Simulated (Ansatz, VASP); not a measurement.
BN: VASP beside Ansatz

Contents of POSCAR:

```
BN
1.0
    2.5439499996      0.0000000000      0.0000000000
   -1.2719749998      2.2031253256      0.0000000000
    0.0000000000      0.0000000000      4.0395027278
B N
2 2
Direct
    0.3333333333      0.6666666667     -0.0003699905
    0.6666666667      0.3333333333      0.4996300095
    0.3333333333      0.6666666667      0.3753699905
    0.6666666667      0.3333333333      0.8753699905
```

The input INCAR.step1:

```
ALGO = Normal
EDIFF = 1E-5
ENCUT = 520
GGA = PE
ISIF = 2
ISMEAR = 0
LASPH = T
LCHARG = F
LREAL = F
LWAVE = T
NBANDS = 16
NELM = 100
PREC = Accurate
SIGMA = 0.01
```

Contents of INCAR.step2:

```
ALGO = Normal
EDIFF = 1E-6
ENCUT = 520
GGA = PE
HFSCREEN = 0.2079
ISIF = 2
ISMEAR = 0
ISTART = 1
LASPH = T
LCHARG = F
LHFCALC = T
LREAL = F
LWAVE = F
NBANDS = 16
NELM = 100
PREC = Accurate
PRECFOCK = Normal
SIGMA = 0.01
```

File KPOINTS:

```
k-points
0
Gamma
  9 9 4
```

Input for Ansatz:

```yaml
crystal:
  lattice:
    - [2.5439499996, 0.0, 0.0]
    - [-1.2719749998, 2.2031253256, 0.0]
    - [0.0, 0.0, 4.0395027278]
  atoms:
    - { symbol: B, position: [0.3333333333, 0.6666666667, -0.0003699905] }
    - { symbol: B, position: [0.6666666667, 0.3333333333, 0.4996300095] }
    - { symbol: "N", position: [0.3333333333, 0.6666666667, 0.3753699905] }
    - { symbol: "N", position: [0.6666666667, 0.3333333333, 0.8753699905] }
kpoints:
  mp_grid: { grid: [9, 9, 4] }
  band_path:
    path:
      - [0.0, 0.0, 0.0]
      - [0.5, 0.0, 0.0]
      - [0.3333333333, 0.3333333333, 0.0]
      - [0.0, 0.0, 0.5]
      - [0.5, 0.0, 0.5]
      - [0.3333333333, 0.3333333333, 0.5]
      - [0.1, 0.0, 0.0]
    npoints: 1
hamiltonian:
  xc: hse06
scf:
  occupations: { method: fixed }
  n_extra_bands: 5
output:
  forces: true
  stress: true
  eigenvalues: true
```

Change from the starting cell: uniaxial_z strain -4.0%.

Alike in both runs: task single point; functional HSE06; k mesh 9 × 9 × 4; no spin polarisation.

|  | VASP | Ansatz |
| --- | --- | --- |
| version | VASP 6.6.1 | Ansatz 0.2.0 |
| potentials or method | VASP PAW PBE potentials, release 64 (B, N) | plane waves, PAW |
| plane-wave cutoff (eV) | 520 | 420 |
| occupations | gaussian, width 0.01 eV | fixed |
| valence electrons in the cell | 16 | 16 |

|  | VASP | Ansatz | Ansatz less VASP |
| --- | --- | --- | --- |
| gap on the k mesh at the Fermi level (eV) | 6.67 | 6.69 | +0.021 |
| pressure (GPa) | 14.3 | 13.6 | -0.65 |
| traceless stress, the component that is largest in VASP (GPa) | 30.44 | 30.26 | -0.178 |
| rms of the force components (eV/Å) | 0.033 | 0.029 | -0.0032 |

Atom by atom the forces differ by 0.003 eV/Å (rms over components). Ansatz's warnings: stress exchange threshold loose, stress scf threshold loose.
